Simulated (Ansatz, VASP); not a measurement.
## B: VASP beside Ansatz

```xyz
8
Lattice="4.2031 0.0000 0.0000 0.0000 4.2031 0.0000 0.0000 0.0000 3.8244" Properties=species:S:1:pos:R:3 pbc="T T T"
B     3.3483    2.1016    0.9561
B     2.1016    3.3483    2.8683
B     2.1016    0.8548    2.8683
B     3.3483    2.1016    2.8683
B     0.8548    2.1016    2.8683
B     0.8548    2.1016    0.9561
B     2.1016    3.3483    0.9561
B     2.1016    0.8548    0.9561
```

Alike in both runs: functional PBE; k mesh 10 × 10 × 8; occupations gaussian, width 0.1 eV; no spin polarisation.

Ansatz relaxed the structure, and its values are those at the end. VASP's run is a single point on that final structure, the one shown.

```csv
,VASP,Ansatz
version,VASP 6.6.1,Ansatz 0.2.0
potentials or method,"VASP PAW PBE potentials, release 64 (B), cutoff 520 eV","scalar-relativistic, plane waves, PAW"
valence electrons in the cell,24,24
```

|  | VASP | Ansatz | Ansatz less VASP |
| --- | --- | --- | --- |
| gap on the k mesh at the Fermi level (eV) | none | none | - |
| pressure (GPa) | 0.0 | 0.0 | -0.01 |

A gap of «none» marks a metal or a gap that the smearing closes. With one functional, cell and mesh, what is left measures potentials, basis and numerics.
